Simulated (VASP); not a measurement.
Crystal: CuO.

```
Cu O
1.0
     4.16094    0.00000    0.00000
     0.00000    4.16094    0.00000
     0.00000    0.00000    3.88764
Cu O
3 3
Cartesian
  2.0805 0.0000 1.9438
  0.0000 2.0805 1.9438
  0.0000 0.0000 0.0000
  0.0000 0.0000 1.9438
  2.0805 0.0000 0.0000
  0.0000 2.0805 0.0000
```

| Property | Result |
| --- | --- |
| Program | VASP 6.6.1 |
| Task | relaxation of cell and atoms |
| Functional | LDA |
| Potentials or basis | VASP PAW LDA potentials, release 64 (Cu, O) |
| Cutoff | 600 eV |
| k mesh | 7 × 7 × 7 |
| Occupations | fermi-dirac, width 0.05 eV |
| Spin | no spin polarisation |

At the start: pressure -11.0 GPa; volume 11.22 Å³/atom.

Task: How do energy, volume and symmetry change on relaxing?

Result: Over 10 steps the energy falls by 28.7 meV/atom and the volume is 10.39 Å³/atom (-7.4 %); space group P4/mmm (No. 123, to 0.05 Å).

The path:
| step | energy change (eV) | largest force (eV/Å) | pressure (GPa) | volume (Å³) |
| --- | --- | --- | --- | --- |
| 1 | 0.0000 | 0.0000 | -10.95 | 67.31 |
| 2 | -0.0414 | 0.0000 | 10.93 | 60.10 |
| 3 | -0.1606 | 0.0000 | -0.56 | 63.26 |
| 4 | -0.1606 | 0.0000 | -0.30 | 63.18 |
| 5 | -0.1678 | 0.0000 | -0.19 | 62.82 |
| 6 | -0.1715 | 0.0000 | 0.37 | 62.08 |
| 7 | -0.1721 | 0.0000 | 0.20 | 62.28 |
| 8 | -0.1721 | 0.0000 | 0.22 | 62.26 |
| 9 | -0.1721 | 0.0000 | -0.27 | 62.42 |
| 10 | -0.1722 | 0.0000 | 0.00 | 62.33 |

Final structure:
```xyz
6
Lattice="4.0399 0.0000 0.0000 0.0000 4.0399 0.0000 0.0000 0.0000 3.8192" Properties=species:S:1:pos:R:3 pbc="T T T"
Cu    2.0200    0.0000    1.9096
Cu    0.0000    2.0200    1.9096
Cu    0.0000    0.0000    0.0000
O     0.0000    0.0000    1.9096
O     2.0200    0.0000    0.0000
O     0.0000    2.0200    0.0000
```

Caveat: an odd number of electrons without spin polarisation forces a metal; a magnetic or distorted state may lie lower.
